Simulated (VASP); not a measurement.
Set up this calculation in VASP 6.6.1, as the native input.

```yaml
Task: single point
Functional: PBEsol
Potentials_or_basis: VASP PAW PBE potentials, release 64 (Si, O)
Cutoff: 520 eV
k_mesh: 7 × 7 × 7
Occupations: fermi-dirac, width 0.05 eV
Spin: no spin polarisation
Dipole_correction: no
Further_INCAR_settings: ALGO = Normal; EDIFF = 1e-06; NBANDS = 44
```

The structure of SiO2 lies in POSCAR:

```
SiO2
1.0
    0.0000000000      4.7162571100      7.3627753715
    2.3595806657      0.0000000000      7.3627753715
    2.3595806657      4.7162571100      0.0000000000
Si O
4 8
Direct
    0.9367689200      0.9367689200      0.5632310800
    0.6867689200      0.6867689200      0.3132310800
    0.3132310800      0.3132310800      0.6867689200
    0.5632310800      0.5632310800      0.9367689200
    0.0634396000      0.4365604000      0.0634396000
    0.4365604000      0.0634396000      0.4365604000
    0.8134396000      0.1865604000      0.8134396000
    0.1865604000      0.8134396000      0.1865604000
    0.1250000000      0.6250000000      0.6250000000
    0.6250000000      0.6250000000      0.6250000000
    0.6250000000      0.6250000000      0.1250000000
    0.6250000000      0.1250000000      0.6250000000
```

One way to write it, as run:

INCAR

```
PREC = Accurate
ENCUT = 520
EDIFF = 1E-6
ISMEAR = -1
SIGMA = 0.05
LREAL = F
LASPH = T
NELM = 60
ALGO = Normal
ISIF = 2
LWAVE = F
LCHARG = T
GGA = PS
LELF = T
LVHAR = T
NBANDS = 44
```

KPOINTS

```
regular mesh
0
Gamma
  7 7 7
```

Potentials or basis: VASP PAW PBE potentials, release 64 (Si, O).

Command:

```console
$ cat potpaw_PBE.64/Si/POTCAR potpaw_PBE.64/O/POTCAR > POTCAR
$ mpirun -np 1 vasp_std > vasp.out
```

Results of the run:

```json
{
 "Pressure": "3.0 GPa",
 "Largest force": "0.255 eV/Å",
 "Band gap on the k mesh": "5.70 eV"
}
```

Caveat: the cell stands under pressure; the PAW data sets were made with another functional, which shifts forces and pressure a little; an odd mesh through Γ misses points on the zone boundary, where band edges can lie.

It took 22 min on 1 thread of Intel Xeon 8259CL (shared host), peak memory 0.6 GiB.
